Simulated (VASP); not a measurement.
A run of VASP 6.6.1:

Contents of INCAR:

```
PREC = Accurate
ENCUT = 500
EDIFF = 1E-8
ISMEAR = 0
SIGMA = 0.01
LREAL = F
LASPH = T
NELM = 120
ALGO = Normal
ISIF = 2
LWAVE = F
LCHARG = F
GGA = CA
IBRION = 8
NSW = 1
LEPSILON = T
GGA_COMPAT = F
```

File KPOINTS:

```
regular mesh
0
Gamma
  10 10 10
```

Contents of POSCAR:

```
BP
1.0
    0.0000000000      2.2301678125      2.2301678125
    2.2301678125      0.0000000000      2.2301678125
    2.2301678125      2.2301678125      0.0000000000
B P
1 1
Direct
    0.0000000000      0.0000000000      0.0000000000
    0.2500000000      0.2500000000      0.2500000000
```

Potentials or basis: VASP PAW LDA potentials, release 64 (B, P).

Launch:

```console
$ cat potpaw_LDA.64/B/POTCAR potpaw_LDA.64/P/POTCAR > POTCAR
$ mpirun -np 1 vasp_std > vasp.out
```

Hardware: 1 thread of Intel(R) Xeon(R) 6975P-C (Granite Rapids), with other jobs on the host.

Task: How long does it take, and how much memory?

Result: Run time: 58 s on 1 thread of Intel(R) Xeon(R) 6975P-C (Granite Rapids), with other jobs on the host, peak memory 0.19 GiB. Counts: scf iterations 115, k points 47.
